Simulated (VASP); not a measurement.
Wanted: the native input for a VASP 6.6.1 run.

```yaml
Task: single point
Functional: r2SCAN
Potentials_or_basis: VASP PAW PBE potentials, release 64 (Nb_sv)
Cutoff: 520 eV
k_mesh: 9 × 9 × 13
Occupations: fermi-dirac, width 0.1 eV
Spin: no spin polarisation
Dipole_correction: no
Further_INCAR_settings: ALGO = Normal; EDIFF = 1e-06; NBANDS = 26
```

The system is Nb.

```
CELL_PARAMETERS angstrom
4.67465 0.00000 0.00000
-2.33732 4.04836 0.00000
0.00000 0.00000 2.56398
ATOMIC_POSITIONS crystal
Nb 0.00000 0.00000 0.00000
Nb 0.33333 0.66667 0.50000
Nb 0.66667 0.33333 0.50000
```

This isn't the form of Nb at room conditions, which is bcc.

The input as run:

POSCAR

```
Nb
1.0
    4.6746489151      0.0000000000      0.0000000000
   -2.3373244576      4.0483647143      0.0000000000
    0.0000000000      0.0000000000      2.5639834508
Nb
3
Direct
    1.0000000000      0.0000000000      1.0000000000
    0.3333333333      0.6666666667      0.5000000000
    0.6666666667      0.3333333333      0.5000000000
```

INCAR.step1

```
PREC = Accurate
ENCUT = 520
ISMEAR = -1
SIGMA = 0.1
LREAL = F
LASPH = T
NELM = 80
NBANDS = 26
GGA = PE
ALGO = Normal
EDIFF = 1E-4
LWAVE = T
LCHARG = F
```

INCAR.step2

```
PREC = Accurate
ENCUT = 520
EDIFF = 1E-6
ISMEAR = -1
SIGMA = 0.1
LREAL = F
LASPH = T
NELM = 80
ALGO = Normal
ISIF = 2
LWAVE = F
LCHARG = F
METAGGA = R2SCAN
LMIXTAU = T
NBANDS = 26
ISTART = 1
```

KPOINTS

```
regular mesh
0
Gamma
  9 9 13
```

Potentials or basis: VASP PAW PBE potentials, release 64 (Nb_sv).

The run is started by

```console
$ cat potpaw_PBE.64/Nb_sv/POTCAR > POTCAR
$ cp INCAR.step1 INCAR
$ mpirun -np 1 vasp_std > vasp.out
$ cp INCAR.step2 INCAR
$ mpirun -np 1 vasp_std > vasp.out
```

Results of the run:

```yaml
Pressure: 27.1 GPa
Band_gap_on_the_k_mesh: zero (an odd number of electrons rules out a gap without spin polarisation)
```

Caveat: the cell stands under pressure; the PAW data sets were made with another functional, which shifts forces and pressure a little.

Run time: 2.5 min on 1 thread of Intel(R) Xeon(R) 6975P-C (Granite Rapids), on a shared host, peak memory 0.21 GiB.
